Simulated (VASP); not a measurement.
A run of VASP 6.6.1 is set up as follows.

The input INCAR:

```
  ALGO = Normal
  EDIFF = 1E-6
  ENCUT = 520
  GGA = PE
  ISIF = 2
  ISMEAR = 0
  LASPH = T
  LCHARG = F
  LREAL = F
  LWAVE = F
  NBANDS = 14
  NELM = 60
  PREC = Accurate
  SIGMA = 0.02
```

File KPOINTS:

```
k-points
0
Gamma
  6 6 6
```

File POSCAR:

```
CsH3
1.0
    7.9858347211      0.0000000000      0.0000000000
   -3.9929173605      6.9159357390      0.0000000000
    0.0000000000      0.0000000000      5.6036977801
Cs H
1 3
Direct
    0.3333333333      0.6666666667      0.0000000000
    0.0000000000      0.0000000000      0.5669144196
    0.0000000000      0.0000000000      0.4330855804
    0.3333333333      0.6666666667      0.5000000000
```

Potentials or basis: VASP PAW PBE potentials, release 64 (Cs_sv, H).

Run with:

```sh
$ cat potpaw_PBE.64/Cs_sv/POTCAR potpaw_PBE.64/H/POTCAR > POTCAR
$ mpirun -np 1 vasp_std > vasp.out
```

(1) Predict the band gap on the k mesh.

(2) Predict the largest force.

(3) Estimate the pressure.

## Answers

(1) 1.49 eV (least direct gap 1.50 eV).

(2) 0.022 eV/Å.

(3) 0.0 GPa.

Caveat: spin-orbit coupling is left out, which moves the levels of the heavy elements.
